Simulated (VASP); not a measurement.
LaHg2, 3 atoms in the cell. It takes space group P6/mmm (No. 191, hexagonal). Conventional cell: a = 4.857 Å, b = 4.857 Å, c = 3.566 Å, α = 90.00°, β = 90.00°, γ = 120.00°. La (site symmetry 6/mmm) has 12 Hg at 3.32 Å and 2 La at 3.57 Å within 4.4 Å. Hg (site symmetry -6m2) has 5 Hg at 2.80 to 3.57 Å and 6 La at 3.32 Å within 3.7 Å. 

| Item | Value |
| --- | --- |
| Program | VASP 6.6.1 |
| Task | electric field gradients |
| Functional | LDA |
| Potentials or basis | VASP PAW LDA potentials, release 64 (La, Hg_sv_GW) |
| Cutoff | 410 eV |
| k mesh | 8 × 8 × 9 |
| Occupations | fermi-dirac, width 0.08 eV |
| Spin | no spin polarisation |
| Dipole correction | no |
| Further INCAR settings | ALGO = Normal; EDIFF = 1e-08; NBANDS = 32 |

Potentials or basis: VASP PAW LDA potentials, release 64 (La, Hg_sv_GW).

Run with:

```bash
$ cat potpaw_LDA.64/La/POTCAR potpaw_LDA.64/Hg_sv_GW/POTCAR > POTCAR
$ mpirun -np 1 vasp_std > vasp.out
```

Hardware: 1 thread of AMD EPYC 9R45 96-Core Processor (Zen 5), with other jobs on the host.

**Question.** Estimate the wall time of this run.

**Answer.** It took 73 s on 1 thread of AMD EPYC 9R45 96-Core Processor (Zen 5) (shared host), peak memory 0.2 GiB. Counts: scf iterations 16, k points 50.
